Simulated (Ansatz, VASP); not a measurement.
**One calculation of Nb, two programs**

POSCAR

```
Nb
1.0
    2.8587040803      0.0000000000      0.0000000000
   -1.4293520401      2.4757103555      0.0000000000
    0.0000000000      0.0000000000      5.2419558031
Nb
2
Direct
    0.3333333333      0.6666666667      0.7500000000
    0.6666666667      0.3333333333      0.2500000000
```

INCAR.step1

```
SYSTEM = Nb
PREC = Accurate
ENCUT = 520
ISMEAR = 0
SIGMA = 0.05
LREAL = .False.
LASPH = .True.
NELM = 60
NBANDS = 20
GGA = PE
ALGO = Normal
EDIFF = 1E-4
LWAVE = .True.
LCHARG = .False.
```

File INCAR.step2:

```
SYSTEM = Nb
PREC = Accurate
ENCUT = 520
EDIFF = 1E-6
ISMEAR = 0
SIGMA = 0.05
LREAL = .False.
LASPH = .True.
NELM = 60
ALGO = Normal
ISIF = 2
LWAVE = .False.
LCHARG = .True.
METAGGA = R2SCAN
LMIXTAU = .True.
LELF = .True.
LVHAR = .True.
NBANDS = 20
ISTART = 1
```

Contents of KPOINTS:

```
Automatic mesh
0
Gamma
  16 16 8
  0 0 0
```

Input for Ansatz:

```yaml
crystal:
  lattice:
    - [2.8587040803, 0.0, 0.0]
    - [-1.4293520401, 2.4757103555, 0.0]
    - [0.0, 0.0, 5.2419558031]
  atoms:
    - { symbol: Nb, position: [0.3333333333, 0.6666666667, 0.75] }
    - { symbol: Nb, position: [0.6666666667, 0.3333333333, 0.25] }
basis:
  ecutwfc: 500
  ecutrho_ratio: 4
kpoints:
  mp_grid: { grid: [16, 16, 8] }
  band_path:
    path:
      - [[0.0, 0.0, 0.0], [0.5, 0.0, 0.0], [0.33333333, 0.33333333, 0.0], [0.0, 0.0, 0.0], [0.0, 0.0, 0.5], [0.5, 0.0, 0.5], [0.33333333, 0.33333333, 0.5], [0.0, 0.0, 0.5]]
      - [[0.5, 0.0, 0.5], [0.5, 0.0, 0.0]]
      - [[0.33333333, 0.33333333, 0.5], [0.33333333, 0.33333333, 0.0]]
    npoints: 14
hamiltonian:
  xc: r2scan
scf:
  occupations: { method: gaussian, width: 0.05 }
  n_extra_bands: 13
output:
  forces: true
  stress: true
  eigenvalues: true
  populations: true
  dos: { projected: true, de: 0.02, nscf_kmesh: { grid: [24, 24, 12] } }
  bader: true
```

Alike in both runs: task single point; functional r2SCAN; k mesh 16 × 16 × 8; occupations gaussian, width 0.05 eV; no spin polarisation.

```csv
,VASP,Ansatz
version,VASP 6.6.1,Ansatz 0.2.0
potentials or method,"VASP PAW PBE potentials, release 64 (Nb_sv), cutoff 520 eV","scalar-relativistic, plane waves, PAW"
valence electrons in the cell,26,26
```

VASP gave:

- gap on the k mesh at the Fermi level (eV): none
- pressure (GPa): -0.2

Problem. What did Ansatz give for the same quantities?

Solution. gap on the k mesh at the Fermi level (eV): none; pressure (GPa): 0.0.

VASP's potentials were made for PBE, not for r2SCAN. A gap of «none» marks a metal or a gap that the smearing closes. The functional is the same, so the differences come from potentials, cutoffs and numerics.
